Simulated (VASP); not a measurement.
Set up this calculation in VASP 6.6.1, as the native input.

* Task: single point
* Functional: PBE
* Potentials or basis: VASP PAW PBE potentials, release 64 (C)
* Cutoff: 520 eV
* k mesh: 10 × 10 × 10
* Occupations: gaussian, width 0.02 eV
* Spin: no spin polarisation
* Dipole correction: no
* Further INCAR settings: ALGO = Normal; EDIFF = 1e-06; NBANDS = 21

The structure of C lies in POSCAR:

```
C
1.0
    0.0000000000      1.7858181871     -1.7858181871
    3.5716363742      0.0000000000      0.0000000000
   -1.7858181871     -3.5716363742     -1.7858181871
C
6
Direct
    0.1666666667      0.4166666667      0.3333333333
    0.5000000000      0.7500000000      0.0000000000
    0.8333333333      0.0833333333      0.6666666667
    0.3333333333      0.3333333333      0.6666666667
    0.6666666667      0.6666666667      0.3333333333
    1.0000000000      0.0000000000      1.0000000000
```

These files were run (other wordings do the same):

INCAR

```
SYSTEM = C
  PREC = Accurate
  ENCUT = 520
  EDIFF = 1E-6
  ISMEAR = 0
  SIGMA = 0.02
  LREAL = .False.
  LASPH = .True.
  NELM = 60
  ALGO = Normal
  ISIF = 2
  LWAVE = .False.
  LCHARG = .True.
  GGA = PE
  LELF = .True.
  LVHAR = .True.
  NBANDS = 21
```

KPOINTS

```
Automatic mesh
0
Gamma
  10 10 10
  0 0 0
```

Potentials or basis: VASP PAW PBE potentials, release 64 (C).

Command:

```console
$ cat potpaw_PBE.64/C/POTCAR > POTCAR
$ mpirun -np 1 vasp_std > vasp.out
```

It gave:

```
Pressure               : 0.6 GPa
Band gap on the k mesh : 4.16 eV
```

Run time: 3 min on 1 thread of Intel Xeon 8259CL, on a shared host, peak memory 0.21 GiB.
